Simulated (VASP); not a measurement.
SnO2 (fluorite type), 3 atoms in the cell. It takes space group Fm-3m (No. 225, cubic). Conventional cell: a = 5.211 Å, b = 5.211 Å, c = 5.211 Å, α = 90.00°, β = 90.00°, γ = 90.00°. Sn (site symmetry m-3m) has 8 O at 2.26 Å within 3.0 Å. Within 3.0 Å of O (site symmetry -43m) lie 4 Sn at 2.26 Å and 6 O at 2.61 Å. 

```yaml
Program: VASP 6.6.1
Task: single point
Functional: r2SCAN
Potentials_or_basis: VASP PAW PBE potentials, release 64 (Sn_d, O)
Cutoff: 520 eV
k_mesh: 12 × 12 × 12
Occupations: fermi-dirac, width 0.1 eV
Spin: no spin polarisation
Dipole_correction: no
Further_INCAR_settings: ALGO = Normal; EDIFF = 1e-07; NBANDS = 20
```

Potentials or basis: VASP PAW PBE potentials, release 64 (Sn_d, O).

Command:

```sh
$ cat potpaw_PBE.64/Sn_d/POTCAR potpaw_PBE.64/O/POTCAR > POTCAR
$ cp INCAR.step1 INCAR
$ mpirun -np 1 vasp_std > vasp.out
$ cp INCAR.step2 INCAR
$ mpirun -np 1 vasp_std > vasp.out
```

Hardware: 1 thread of Intel(R) Xeon(R) Platinum 8488C (Sapphire Rapids) (shared host).

How long does it take, and how much memory?

It took 2.4 min on 1 thread of Intel(R) Xeon(R) Platinum 8488C (Sapphire Rapids), with other jobs on the host, peak memory 0.19 GiB. Counts: k points 72.
